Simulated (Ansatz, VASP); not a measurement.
**HgTe in VASP and in Ansatz**

```
Hg Te
1.0
     0.00000    2.92150    2.95072
     2.92150    0.00000    2.95072
     2.92150    2.92150    0.00000
Hg Te
1 1
Direct
  0.00000 0.00000 0.00000
  0.50000 0.50000 0.50000
```

Change from the starting cell: zz strain of +1 %.

Alike in both runs: task single point; functional PBEsol; k mesh 12 × 12 × 12; occupations fermi-dirac, width 0.08 eV; no spin polarisation.

|  | VASP | Ansatz |
| --- | --- | --- |
| version | VASP 6.6.1 | Ansatz 0.2.0 |
| potentials or method | VASP PAW PBE potentials, release 64 (Hg, Te), cutoff 520 eV | all-electron LAPW, scalar-relativistic |

|  | VASP | Ansatz | Ansatz less VASP |
| --- | --- | --- | --- |
| pressure (GPa) | 5.5 | 5.2 | -0.29 |
| traceless stress, the component that is largest in VASP (GPa) | -0.62 | -0.60 | +0.019 |

VASP's potentials were made for PBE, not for PBEsol. Ansatz ran all-electron here, and VASP with PAW potentials.

Neither program's run includes spin-orbit coupling.
